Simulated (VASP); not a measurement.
Ni: single point with PBEsol

Crystal: Ni.

```
Ni
1.0
     2.44802    0.00000    0.00000
    -1.22401    2.12005    0.00000
     0.00000    0.00000    4.07281
Ni
2
Direct
  0.66667 0.33333 0.75000
  0.33333 0.66667 0.25000
```

```json
{"Program": "VASP 6.6.1", "Task": "single point", "Functional": "PBEsol", "Potentials or basis": "VASP PAW PBE potentials, release 64 (Ni)", "Cutoff": "520 eV", "k mesh": "10 × 10 × 6", "Occupations": "fermi-dirac, width 0.05 eV", "Spin": "collinear spin, ferromagnetic start", "Starting moments": "[0.25, 0.25] μB", "Fixed moment": "0.5 μB", "Dipole correction": "no", "Further INCAR settings": "ALGO = Normal; EDIFF = 1e-06; NBANDS = 21"}
```

```yaml
Pressure: -4.1 GPa
Net_moment: 0.50 μB per cell
Site_moments: Ni +0.25 μB
Valence_electrons_inside_the_program's_atomic_spheres: Ni 9.37
```

Stress tensor (GPa, compression positive):
```
-3.40  0.00  0.00
 0.00 -3.40  0.00
 0.00  0.00 -5.57
```

It took 17 s on 1 thread of Intel(R) Xeon(R) 6975P-C (Granite Rapids) (shared host), peak memory 0.16 GiB.

Caveat: the PAW data sets were made with another functional, which shifts forces and pressure a little; the total moment is fixed, so each spin has its own Fermi level.
